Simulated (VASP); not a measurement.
# Br (Fd-3m) in VASP: relaxation of cell and atoms with PBE

Aim: the relaxation of cell and atoms of Br with PBE.

All numbers are computed with VASP 6.6.1; they aren't measurements. Logs are shortened: lines on timing, memory, paths and dates and some standing lists are left out, and cuts for length are marked.

## Step 1: The cell of the first run

It takes space group Fd-3m (No. 227, cubic). The conventional cell has a = 6.463 Å, b = 6.463 Å, c = 6.463 Å, α = 90.00°, β = 90.00°, γ = 90.00°. Br (site symmetry -43m) has 4 Br at 2.80 Å within 3.7 Å.

## Step 2: Relaxation of cell and atoms, PBE

The input, INCAR:

```
ALGO = Normal ; EDIFF = 1E-6
EDIFFG = -0.005 ; ENCUT = 600
GGA = PE ; IBRION = 2
ISIF = 3 ; ISMEAR = -1
LASPH = True ; LCHARG = False
LREAL = False ; LWAVE = False
NELM = 80 ; NSW = 60
PREC = Accurate ; SIGMA = 0.08
```

The input, KPOINTS:

```
k-points
0
Gamma
  11 11 11
```

The input, POSCAR:

```
Br
1.0
    0.0000000000      3.2316520351      3.2316520351
    3.2316520351      0.0000000000      3.2316520351
    3.2316520351      3.2316520351      0.0000000000
Br
2
Direct
   -0.1250000000     -0.1250000000     -0.1250000000
    0.1250000000      0.1250000000      0.1250000000
```

Potentials or basis: VASP PAW PBE potentials, release 64 (Br).

Run with:

```
cat potpaw_PBE.64/Br/POTCAR > POTCAR
mpirun -np 1 vasp_std > vasp.out
```

OUTCAR:

```text
EDIFF = 1E-6
   EDIFFG = -0.005
   ENCUT = 600
   GGA = PE
   IBRION = 2
   ISIF = 3
   ISMEAR = -1
   LASPH = True
   LREAL = False
   NELM = 80
   NSW = 60
   PREC = Accurate

 ion  position               nearest neighbor table
   1  0.875  0.875  0.875-
   2  0.125  0.125  0.125-

  LATTYP: Found a face centered cubic cell.
 ALAT       =     6.4633040702

  Lattice vectors:

 A1 = (   0.0000000000,   3.2316520351,   3.2316520351)
 A2 = (   3.2316520351,   0.0000000000,   3.2316520351)
 A3 = (   3.2316520351,   3.2316520351,   0.0000000000)

Analysis of symmetry for initial positions (statically):
=====================================================================
 Subroutine PRICEL returns:
 Original cell was already a primitive cell.

 Routine SETGRP: Setting up the symmetry group for a
 face centered cubic supercell.

 Subroutine GETGRP returns: Found 48 space group operations
 (whereof 12 operations were pure point group operations)
 out of a pool of 48 trial point group operations.

The static configuration has the point symmetry D_3d.
 The point group associated with its full space group is O_h .

Analysis of symmetry for dynamics (positions and initial velocities):
=====================================================================
 Subroutine PRICEL returns:
 Original cell was already a primitive cell.

 Routine SETGRP: Setting up the symmetry group for a
 face centered cubic supercell.

 Subroutine GETGRP returns: Found 48 space group operations
 (whereof 12 operations were pure point group operations)
 out of a pool of 48 trial point group operations.

The dynamic configuration has the point symmetry D_3d.
 The point group associated with its full space group is O_h .

 Subroutine INISYM returns: Found 48 space group operations
 (whereof 12 operations are pure point group operations),
 and found     1 'primitive' translations

----------------------------------------------------------------------------------------

                                     Primitive cell

  volume of cell :      67.5000

  direct lattice vectors                    reciprocal lattice vectors
     0.000000000  3.231652035  3.231652035    -0.154719628  0.154719628  0.154719628
     3.231652035  0.000000000  3.231652035     0.154719628 -0.154719628  0.154719628
     3.231652035  3.231652035  0.000000000     0.154719628  0.154719628 -0.154719628

  length of vectors
     4.570246137  4.570246137  4.570246137     0.267982256  0.267982256  0.267982256

  position of ions in fractional coordinates (direct lattice)
     0.875000000  0.875000000  0.875000000
     0.125000000  0.125000000  0.125000000

  ion indices of the primitive-cell ions
   primitive index   ion index
                 1           1
                 2           2

----------------------------------------------------------------------------------------

 KPOINTS: k-points

Automatic generation of k-mesh.
 Grid dimensions read from file:
 generate k-points for:   11   11   11

 Generating k-lattice:

  Cartesian coordinates                     Fractional coordinates (reciprocal lattice)
    -0.014065421  0.014065421  0.014065421     0.090909091  0.000000000  0.000000000
     0.014065421 -0.014065421  0.014065421     0.000000000  0.090909091  0.000000000
     0.014065421  0.014065421 -0.014065421     0.000000000  0.000000000  0.090909091

  Length of vectors
     0.024362023  0.024362023  0.024362023

  Shift w.r.t. Gamma in fractional coordinates (k-lattice)
     0.000000000  0.000000000  0.000000000

 Subroutine IBZKPT returns following result:
 ===========================================

 Found     56 irreducible k-points:

 Following reciprocal coordinates:
            Coordinates               Weight
  0.000000  0.000000  0.000000      1.000000
  0.090909  0.000000  0.000000      8.000000
  0.181818  0.000000  0.000000      8.000000
  0.272727  0.000000  0.000000      8.000000
  0.363636  0.000000  0.000000      8.000000
  0.454545  0.000000  0.000000      8.000000
[... 16 lines left out ...]
 -0.272727  0.181818  0.000000     24.000000
 -0.181818  0.181818  0.000000     12.000000
 [... further k-points ...]
   k-points           NKPTS =     56   k-points in BZ     NKDIM =     56   number of bands    NBANDS=     11
   number of dos      NEDOS =    301   number of ions     NIONS =      2
   total plane-waves  NPLWV =  64000
   dimension x,y,z NGX =    40 NGY =   40 NGZ =   40
   dimension x,y,z NGXF=    80 NGYF=   80 NGZF=   80
   ions per type =               2
   NGX,Y,Z   is equivalent  to a cutoff of  14.55, 14.55, 14.55 a.u.
   NGXF,Y,Z  is equivalent  to a cutoff of  29.10, 29.10, 29.10 a.u.
 SYSTEM =  unknown system
   PREC   = accura    normal or accurate (medium, high low for compatibility)
   ISTART =      0    job   : 0-new  1-cont  2-samecut
   ICHARG =      2    charge: 1-file 2-atom 10-const
   ISPIN  =      1    spin polarized calculation?
   LNONCOLLINEAR =      F non collinear calculations
   LSORBIT =      F    spin-orbit coupling
   LASPH  =      T    aspherical Exc in radial PAW
   ENCUT  =  600.0 eV  44.10 Ry    6.64 a.u.   9.13  9.13  9.13*2*pi/ulx,y,z
   NELM   =     80;   NELMIN=  2; NELMDL= -5     # of ELM steps
   EDIFF  = 0.1E-05   stopping-criterion for ELM
   LREAL  =      F    real-space projection
   EDIFFG = -.5E-02   stopping-criterion for IOM
   NSW    =     60    number of steps for IOM
   IBRION =      2    ionic relax: 0-MD 1-quasi-New 2-CG
   NFREE  =      1    steps in history (QN), initial steepest desc. (CG)
   ISIF   =      3    stress and relaxation
   ISYM   =      2    0-nonsym 1-usesym 2-fastsym
   POTIM  = 0.5000    time-step for ionic-motion
   TEBEG  =    0.0;   TEEND  =   0.0 temperature during run
   PSTRESS=    0.0 pullay stress
   NELECT =      14.0000    total number of electrons
   NUPDOWN=      -1.0000    fix difference up-down
   EMIN   =  10.00;   EMAX   =-10.00  energy-range for DOS
   EFERMI =   0.00;   METHOD = LEGACY
   ISMEAR =    -1;   SIGMA  =   0.08  broadening in eV -4-tet -1-fermi 0-gaus
   EFERMI_NEDOS =   21; number of points for ismear=-14 and -15
   IALGO  =     38    algorithm
   IMIX   =      4    mixing-type and parameters
     AMIX     =   0.40;   BMIX     =  1.00
     AMIX_MAG =   1.60;   BMIX_MAG =  1.00
  volume/ion in A,a.u.               =      33.75       227.76
  Fermi-wavevector in a.u.,A,eV,Ry     =   0.969058  1.831253 12.776858  0.939073
  Thomas-Fermi vector in A             =   2.099079
   LORBIT       =      0    0 simple, 1 ext, 2 COOP (PROOUT), +10 PAW based schemes
   GGA     = PE    functional components
   LHFCALC =     F    Hartree Fock is set to
   AEXX    =    0.0000 exact exchange contribution
   IVDW    =     0    specifies the selected vdW correction
   LEPSILON=     F    determine dielectric tensor
   LRPA    =     F    only Hartree local field effects (RPA)
 conjugate gradient relaxation of ions
 non-spin polarized calculation
  energy-cutoff  :      600.00
  volume of cell :       67.50
 maximum number of plane-waves:      2265
 NGX is ok and might be reduce to    40
   NGX = 19   NGY = 19   NGZ = 19

--------------------------------------- Ionic step        1  -------------------------------------------

 number of electron      14.0000001 magnetization

 Free energy of the ion-electron system (eV)
  ---------------------------------------------------
  ext. energy  EPLUGINS =         0.00000000
  ---------------------------------------------------
  free energy    TOTEN  =        -1.74333313 eV

  energy without entropy =       -1.67210857  energy(sigma->0) =       -1.70772085

 E-fermi :   0.7458     XC(G=0):  -7.7319

 val. band max:        0.7452396570   @ k =  -0.1818   0.2727   0.0909
 cond. band min:       0.7499868176   @ k =  -0.2727   0.3636   0.0909
 fundamental gap:      0.0047471606
 Fermi energy:         0.7458392954

 k-point     1 :       0.0000    0.0000    0.0000
  band No.  band energies     occupation
      1     -15.6887      2.00000
      2     -12.3354      2.00000
      3      -2.9947      2.00000
      4      -2.9947      2.00000
      5      -2.9947      2.00000
      6      -0.6095      2.00000
      7      -0.6095      2.00000
      8      -0.6095      2.00000
      9       5.6359      0.00000
     10       9.2835      0.00000
     11       9.2835      0.00000
[... 309 lines left out ...]
 k-point    24 :      -0.1818    0.1818    0.0000
  band No.  band energies     occupation
      1     -15.2918      2.00000
      2     -12.9760      2.00000
      3      -3.8441      2.00000
      4      -3.3107      2.00000
      5      -2.8565      2.00000
      6      -0.3707      2.00000
      7      -0.1197      1.99996
      8       0.4354      1.95953
      9       7.2466      0.00000
     10       8.2602      0.00000
     11       8.7839      0.00000

 [... further k-points ...]
[... 5 lines left out ...]
  --------------------------------------------------------------------------------------
  -------------------------------------------------------------------------------------
  Total        2.8412368      2.8412368      2.8412368      0.0000000     -0.0000000      0.0000000
  in kB       67.4394845     67.4394845     67.4394845      0.0000000     -0.0000000      0.0000000
  external PRESSURE =      67.4394845 kB  Pullay stress =       0.0000000 kB
[... 89 lines left out ...]
  FREE ENERGIE OF THE ION-ELECTRON SYSTEM (eV)
  ---------------------------------------------------
  free  energy   TOTEN  =        -2.0566140178 eV

  energy  without entropy=       -1.9492574267  energy(sigma->0) =       -2.00293572

[... ionic steps 4 to 17 ...]

--------------------------------------- Ionic step       18  -------------------------------------------

 number of electron      13.9999998 magnetization

------------------------ aborting loop because EDIFF is reached ----------------------------------------

  FORCE on cell =-STRESS in cart. coord.  units (eV):
  Direction    XX          YY          ZZ          XY          YZ          ZX
  --------------------------------------------------------------------------------------
  -------------------------------------------------------------------------------------
  Total        0.0201266      0.0201266      0.0201266     -0.0000000      0.0000000     -0.0000000
  in kB        0.3736276      0.3736276      0.3736276     -0.0000000      0.0000000     -0.0000000
  external PRESSURE =       0.3736276 kB  Pullay stress =       0.0000000 kB
[... 57 lines left out ...]
  energy  without entropy=       -1.9538580727  energy(sigma->0) =       -2.00589955

--------------------------------------- Ionic step       20  -------------------------------------------

 number of electron      13.9999998 magnetization

 Free energy of the ion-electron system (eV)
  ---------------------------------------------------
  ext. energy  EPLUGINS =         0.00000000
  ---------------------------------------------------
  free energy    TOTEN  =        -2.05795145 eV

  energy without entropy =       -1.95365139  energy(sigma->0) =       -2.00580142

 E-fermi :  -1.3757     XC(G=0):  -6.7551

 val. band max:       -1.3806415030   @ k =  -0.4545   0.2727   0.0909
 cond. band min:      -1.3756123286   @ k =   0.4545   0.1818   0.0909
 fundamental gap:      0.0050291745
 Fermi energy:        -1.3756784209

 k-point     1 :       0.0000    0.0000    0.0000
  band No.  band energies     occupation
      1     -16.3502      2.00000
      2     -14.4186      2.00000
      3      -4.0099      2.00000
      4      -4.0099      2.00000
      5      -4.0099      2.00000
      6      -2.2111      1.99994
      7      -2.2111      1.99994
      8      -2.2111      1.99994
      9       3.8709      0.00000
     10       7.7660      0.00000
     11       7.7660      0.00000
[... 309 lines left out ...]
 k-point    24 :      -0.1818    0.1818    0.0000
  band No.  band energies     occupation
      1     -16.1029      2.00000
      2     -14.7495      2.00000
      3      -4.5813      2.00000
      4      -4.2306      2.00000
      5      -3.9697      2.00000
      6      -2.1452      1.99987
      7      -1.8950      1.99697
      8      -1.5471      1.78996
      9       5.2226      0.00000
     10       6.9077      0.00000
     11       7.1731      0.00000

 [... further k-points ...]
[... 5 lines left out ...]
  --------------------------------------------------------------------------------------
  -------------------------------------------------------------------------------------
  Total        0.0076577      0.0076577      0.0076577     -0.0000000     -0.0000000     -0.0000000
  in kB        0.1418712      0.1418712      0.1418712     -0.0000000     -0.0000000     -0.0000000
  external PRESSURE =       0.1418712 kB  Pullay stress =       0.0000000 kB
[... 17 lines left out ...]
  FREE ENERGIE OF THE ION-ELECTRON SYSTEM (eV)
  ---------------------------------------------------
  free  energy   TOTEN  =        -2.0579514530 eV

  energy  without entropy=       -1.9536513899  energy(sigma->0) =       -2.00580142

 reached required accuracy - stopping structural energy minimisation
```

It took 3.2 min on 1 thread of Intel Xeon 6975P-C (Granite Rapids), shared host; peak memory 0.25 GiB.

What came out:

* Free energy: -2.0580 eV
* Relaxed volume: 43.24 Å³/atom
* Relaxed cell: a = 4.964 Å, b = 4.964 Å, c = 4.964 Å, α = 60.00°, β = 60.00°, γ = 60.00°
* Space group after relaxing (to 0.1 Å): Fd-3m (No. 227)
* Energy gained by relaxing: 157.3 meV/atom
* Ionic steps: 20
* Pressure after relaxing: 0.0 GPa
* Band gap on the k mesh: zero (bands 7 and 8 overlap by 1.16 eV)

Step by step:
| step | energy change (eV) | largest force (eV/Å) | pressure (GPa) | volume (Å³) |
| --- | --- | --- | --- | --- |
| 1 | 0.0000 | 0.0000 | 6.74 | 67.50 |
| 2 | -0.3045 | 0.0000 | 0.82 | 82.35 |
| 3 | -0.3133 | 0.0000 | -0.26 | 88.13 |
| 4 | -0.3146 | 0.0000 | -0.02 | 86.66 |
| 5 | -0.3146 | 0.0000 | 0.05 | 86.24 |
| 6 | -0.3146 | 0.0000 | 0.05 | 86.24 |
| 7 | -0.3146 | 0.0000 | 0.05 | 86.25 |
| 8 | -0.3146 | 0.0000 | 0.05 | 86.25 |
| 9 | -0.3146 | 0.0000 | 0.04 | 86.25 |
| 10 | -0.3146 | 0.0000 | 0.04 | 86.25 |
| 11 | -0.3146 | 0.0000 | 0.05 | 86.25 |
| 12 | -0.3146 | 0.0000 | 0.05 | 86.25 |
| 13 | -0.3146 | 0.0000 | 0.05 | 86.25 |
| 14 | -0.3146 | 0.0000 | 0.05 | 86.25 |
| 15 | -0.3146 | 0.0000 | 0.05 | 86.26 |
| 16 | -0.3146 | 0.0000 | 0.05 | 86.26 |
| 17 | -0.3146 | 0.0000 | 0.04 | 86.28 |
| 18 | -0.3146 | 0.0000 | 0.04 | 86.31 |
| 19 | -0.3146 | 0.0000 | 0.03 | 86.36 |
| 20 | -0.3146 | 0.0000 | 0.01 | 86.48 |

Final structure:
```
CELL_PARAMETERS angstrom
0.00000 3.50991 3.50991
3.50991 0.00000 3.50991
3.50991 3.50991 0.00000
ATOMIC_POSITIONS crystal
Br 0.87500 0.87500 0.87500
Br 0.12500 0.12500 0.12500
```

Caveat: the volume moved by over 15 % at a fixed basis, so the end points are rough.
